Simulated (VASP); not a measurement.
# Ba (R-3m) in VASP: further runs, part 2 of 2

VASP 6.6.1. The steps go on from the part before.

### 4 Single point, PBEsol (60.86 Å³/atom)

This run uses another cell than the first one, of 60.86 Å³/atom.

INCAR reads:

```
ALGO = Fast
EDIFF = 1E-7
ENCUT = 520
GGA = PS
ISIF = 2
ISMEAR = 0
LASPH = T
LCHARG = T
LELF = T
LREAL = F
LVHAR = T
LWAVE = F
NBANDS = 11
NELM = 100
PREC = Accurate
SIGMA = 0.15
```

KPOINTS reads:

```
k-points
0
Gamma
  14 14 14
```

POSCAR reads:

```
Ba
1.0
    1.9348659815      4.3312816138      4.3312816138
    4.3312816138      1.9348659815      4.3312816138
    4.3312816138      4.3312816138      1.9348659815
Ba
1
Direct
    0.0000000000      0.0000000000      0.0000000000
```

Potentials or basis: VASP PAW PBE potentials, release 64 (Ba_sv).

Launch:

```sh
> cat potpaw_PBE.64/Ba_sv/POTCAR > POTCAR
> mpirun -np 1 vasp_std > vasp.out
```

OUTCAR:

```text
EDIFF = 1E-7
   ENCUT = 520
   GGA = PS
   ISIF = 2
   ISMEAR = 0
   LASPH = T
   LREAL = F
   NELM = 100
   PREC = Accurate

 ion  position               nearest neighbor table
   1  0.000  0.000  0.000-

  LATTYP: Found a trigonal (rhomboedric) cell.
 ALAT       =     6.4236833050
 COS(alpha) =     0.8608266617

  Lattice vectors:

 A1 = (   1.9348659815,   4.3312816138,   4.3312816138)
 A2 = (   4.3312816138,   1.9348659815,   4.3312816138)
 A3 = (   4.3312816138,   4.3312816138,   1.9348659815)

Analysis of symmetry for initial positions (statically):
[... 508 lines left out ...]
      4     -11.6339      2.00000
      5       0.9614      1.99341
      6       2.3131      0.00000
      7       2.4826      0.00000
      8       2.8339      0.00000
      9       6.1362      0.00000
     10       6.6861      0.00000
     11       7.1773      0.00000

 [... further k-points ...]
[... 5 lines left out ...]
  --------------------------------------------------------------------------------------
  -------------------------------------------------------------------------------------
  Total        1.4506949      1.4506949      1.4506949     -1.1710398     -1.1710398     -1.1710398
  in kB       38.1910735     38.1910735     38.1910735    -30.8288565    -30.8288565    -30.8288565
  external PRESSURE =      38.1910735 kB  Pullay stress =       0.0000000 kB

 VOLUME and BASIS-vectors are now :
 -----------------------------------------------------------------------------
  energy-cutoff  :      520.00
  volume of cell :       60.86
      direct lattice vectors                 reciprocal lattice vectors
     1.934865981  4.331281614  4.331281614    -0.246739086  0.170550797  0.170550797
     4.331281614  1.934865981  4.331281614     0.170550797 -0.246739086  0.170550797
     4.331281614  4.331281614  1.934865981     0.170550797  0.170550797 -0.246739086

 POSITION                                       TOTAL-FORCE (eV/Angst)
 -----------------------------------------------------------------------------------
      0.00000      0.00000      0.00000         0.000000      0.000000     -0.000000
 -----------------------------------------------------------------------------------
    total drift:                                0.000000      0.000000      0.000000

  FREE ENERGIE OF THE ION-ELECTRON SYSTEM (eV)
  ---------------------------------------------------
  free  energy   TOTEN  =        -0.8680217788 eV

  energy  without entropy=       -0.8324490694  energy(sigma->0) =       -0.85023542
```

stdout:

```text
POSCAR found type information on POSCAR Ba
 POSCAR found :  1 types and       1 ions
 scaLAPACK will be used
 -----------------------------------------------------------------------------
|                                                                             |
|                                                                             |
|     You enforced a specific xc type in the INCAR file but a different       |
|     I HOPE YOU KNOW WHAT YOU ARE DOING!                                     |
|                                                                             |
 -----------------------------------------------------------------------------

 LDA part: xc-table for (Slater+PW92), standard interpolation
 POSCAR, INCAR and KPOINTS ok, starting setup
 FFT: planning ... GRIDC
 FFT: planning ... GRID_SOFT
 FFT: planning ... GRID
 WAVECAR not read
 entering main loop
WARNING in EDDRMM: call to ZHEGV failed, returncode =   8  4     11
WARNING in EDDRMM: call to ZHEGV failed, returncode =   6  3      5
WARNING in EDDRMM: call to ZHEGV failed, returncode =   6  3      9
WARNING in EDDRMM: call to ZHEGV failed, returncode =   6  3     10
WARNING in EDDRMM: call to ZHEGV failed, returncode =   8  4      8
WARNING in EDDRMM: call to ZHEGV failed, returncode =   6  3      8
```

It took 19 min on 1 thread of Intel Xeon 8259CL, shared host; peak memory 0.45 GiB.

Results:

- Free energy: -0.8680 eV
- Pressure: 3.8 GPa
- Band gap on the k mesh: zero (bands 5 and 6 overlap by 1.12 eV)

Stress tensor (GPa, compression positive):
```
 3.82 -3.08 -3.08
-3.08  3.82 -3.08
-3.08 -3.08  3.82
```

Caveat: the cell stands under pressure; the PAW data sets were made with another functional, which shifts forces and pressure a little; spin-orbit coupling is left out, which moves the levels of the heavy elements.

### 5 Single point, PBEsol (60.86 Å³/atom)

This run uses another cell than the first one, of 60.86 Å³/atom.

INCAR reads:

```
ALGO = Fast ; EDIFF = 1E-6
ENCUT = 520 ; GGA = PS
ISIF = 2 ; ISMEAR = 0
LASPH = True ; LCHARG = False
LREAL = False ; LWAVE = False
NBANDS = 11 ; NELM = 100
PREC = Accurate ; SIGMA = 0.15
```

KPOINTS is that of step 4.

POSCAR reads:

```
Ba
1.0
   -1.4850493684      2.5820933239      2.5820933239
    2.5820933239     -1.4850493684      2.5820933239
    2.5820933239      2.5820933239     -1.4850493684
Ba
1
Direct
    0.0000000000      0.0000000000      0.0000000000
```

Launch:

```sh
> cat potpaw_PBE.64/Ba_sv/POTCAR > POTCAR
> mpirun -np 1 vasp_std > vasp.out
```

Run time: 3.4 min. Hardware: 1 thread of Intel Xeon 8259CL, shared host; peak memory 0.31 GiB.

The run converged. Its results:

```yaml
Free_energy: -1.8578 eV
Pressure: -0.5 GPa
Band_gap_on_the_k_mesh: zero (bands 5 and 6 overlap by 0.25 eV)
```

Stress tensor (GPa, compression positive):
```
-0.50 -0.32 -0.32
-0.32 -0.50 -0.32
-0.32 -0.32 -0.50
```

Levels at points of the mesh, in eV from the Fermi level:
```
           k point  band 2  band 3  band 4  band 5  band 6  band 7  band 8  band 9
(0.00, 0.00, 0.00)  -13.91  -13.88  -13.88   -2.60    0.06    0.06    4.77    4.91
(0.50, 0.00, 0.00)  -14.63  -13.83  -13.82   -0.74    0.58    0.86    2.69    2.81
(0.50, 0.50, 0.00)  -14.56  -14.47  -13.76   -0.98    0.63    3.08    3.10    3.32
(0.50, 0.50, 0.50)  -14.46  -14.46  -14.34   -0.21   -0.21    0.39    3.99    6.38
```

Caveat: the PAW data sets were made with another functional, which shifts forces and pressure a little; spin-orbit coupling is left out, which moves the levels of the heavy elements.

### 6 Single point, PBEsol (60.86 Å³/atom)

This run uses another cell than the first one, of 60.86 Å³/atom.

INCAR reads:

```
SYSTEM = Ba
ALGO = Fast
EDIFF = 1E-7
ENCUT = 520
GGA = PS
ISIF = 2
ISMEAR = 0
LASPH = .True.
LCHARG = .False.
LREAL = .False.
LWAVE = .False.
NBANDS = 11
NELM = 80
PREC = Accurate
SIGMA = 0.15
```

KPOINTS reads:

```
k-points
0
Gamma
  14 14 14
  0 0 0
```

POSCAR reads:

```
Ba
1.0
   -0.7780142553      2.7854098148      2.7854098148
    2.7854098148     -0.7780142553      2.7854098148
    2.7854098148      2.7854098148     -0.7780142553
Ba
1
Direct
    0.0000000000      0.0000000000      0.0000000000
```

Potentials or basis: VASP PAW PBE potentials, release 64 (Ba_sv).

Launch:

```sh
> cat potpaw_PBE.64/Ba_sv/POTCAR > POTCAR
> mpirun -np 1 vasp_std > vasp.out
```

Wall time 4.3 min (1 thread of Intel Xeon 8259CL, shared host); peak memory 0.31 GiB.

Results (log left out):

```
Free energy            : -1.9335 eV
Pressure               : -0.2 GPa
Band gap on the k mesh : zero (bands 5 and 6 overlap by 0.09 eV)
```

Stress tensor (GPa, compression positive):
```
-0.25  0.69  0.69
 0.69 -0.25  0.69
 0.69  0.69 -0.25
```

Levels at points of the mesh, in eV from the Fermi level:
```csv
k point,band 1,band 2,band 3,band 4,band 5,band 6,band 7,band 8,band 9,band 10
"(0.00, 0.00, 0.00)",-29.01,-13.87,-13.87,-13.81,-2.69,0.41,0.41,4.17,4.28,4.28
"(0.50, 0.00, 0.00)",-28.95,-14.51,-13.83,-13.80,-0.89,0.65,0.87,3.15,3.42,4.12
"(0.50, 0.50, 0.00)",-28.91,-14.52,-14.29,-13.79,-0.90,0.14,2.61,3.61,3.74,4.38
"(0.50, 0.50, 0.50)",-28.86,-14.56,-14.19,-14.19,-0.70,0.62,0.62,3.34,5.28,5.99
```

Caveat: the PAW data sets were made with another functional, which shifts forces and pressure a little; spin-orbit coupling is left out, which moves the levels of the heavy elements.

### 7 Single point, PBEsol (60.86 Å³/atom)

This run uses another cell than the first one, of 60.86 Å³/atom.

INCAR reads:

```
PREC     = Accurate       # precision mode
ENCUT    = 520            # plane-wave cutoff, eV
EDIFF    = 1E-6           # SCF threshold, eV
ISMEAR   = 0              # smearing method
SIGMA    = 0.15           # smearing width, eV
LREAL    = F              # projectors in reciprocal space
LASPH    = T              # aspherical terms in the spheres
NELM     = 80             # most SCF steps
ALGO     = Fast           # electronic algorithm
ISIF     = 2              # what is computed and relaxed
LWAVE    = F              # write WAVECAR
LCHARG   = T              # write CHGCAR
GGA      = PS             # functional
LELF     = T              # ELF
LVHAR    = T            
NBANDS   = 11             # bands
```

KPOINTS reads:

```
Automatic mesh
0
Gamma
  14 14 14
```

POSCAR reads:

```
Ba
1.0
    0.8880395705      3.6232743872      3.6232743872
    3.6232743872      0.8880395705      3.6232743872
    3.6232743872      3.6232743872      0.8880395705
Ba
1
Direct
    0.0000000000      0.0000000000      0.0000000000
```

Launch:

```sh
> cat potpaw_PBE.64/Ba_sv/POTCAR > POTCAR
> mpirun -np 1 vasp_std > vasp.out
```

Run time: 6.7 min. Hardware: 1 thread of Intel Xeon 8259CL, shared host; peak memory 0.38 GiB.

Results (log left out):

```yaml
Free_energy: -1.7456 eV
Pressure: 0.8 GPa
Band_gap_on_the_k_mesh: zero (bands 5 and 6 overlap by 1.14 eV)
```

Stress tensor (GPa, compression positive):
```
 0.78 -2.37 -2.37
-2.37  0.78 -2.37
-2.37 -2.37  0.78
```

Levels at points of the mesh, in eV from the Fermi level:
```
           k point  band 1  band 2  band 3  band 4  band 5  band 6  band 7  band 8  band 9  band 10
(0.00, 0.00, 0.00)  -28.83  -13.95  -13.40  -13.40   -2.55    0.13    2.22    2.22    4.63     4.63
(0.50, 0.00, 0.00)  -28.68  -14.62  -13.79  -13.68   -0.85    0.37    2.13    2.67    3.31     6.09
(0.50, 0.50, 0.00)  -28.67  -14.61  -13.82  -13.69   -0.82   -0.32    2.72    3.90    4.22     5.17
(0.50, 0.50, 0.50)  -28.83  -14.08  -13.40  -13.40   -1.47    0.16    2.16    2.16    3.85     4.96
```

Caveat: the PAW data sets were made with another functional, which shifts forces and pressure a little; spin-orbit coupling is left out, which moves the levels of the heavy elements.

### 8 Overview

| cell | further INCAR settings | gap on the mesh (eV) | pressure (GPa) |
| --- | --- | --- | --- |
| a = 5.679 Å, angles 36.7°, 1 atom | ALGO = Fast; EDIFF = 1e-07; NBANDS = 11 | none | 2.7 |
| a = 3.891 Å, angles 86.1°, 1 atom | ALGO = Fast; EDIFF = 1e-06; NBANDS = 11 | none | -0.2 |
| a = 6.424 Å, angles 30.6°, 1 atom | ALGO = Fast; EDIFF = 1e-07; NBANDS = 11 | none | 3.8 |
| a = 3.942 Å, angles 93.7°, 1 atom | ALGO = Fast; EDIFF = 1e-06; NBANDS = 11 | none | -0.5 |
| a = 4.015 Å, angles 77.7°, 1 atom | ALGO = Fast; EDIFF = 1e-07; NBANDS = 11 | none | -0.2 |
| a = 5.200 Å, angles 43.7°, 1 atom | ALGO = Fast; EDIFF = 1e-06; NBANDS = 11 | none | 0.8 |

Alike in all rows: task single point; level PBEsol; potentials or basis VASP PAW PBE potentials, release 64 (Ba_sv); no spin polarisation; k mesh 14 × 14 × 14; cutoff (eV) 520; smearing gaussian 0.15 eV.

Caveats: the PAW data sets were made with another functional, which shifts forces and pressure a little; spin-orbit coupling is left out, which moves the levels of the heavy elements; the cell stands under pressure (at least some runs).

Absolute energies hang on the potentials; compare differences alone.
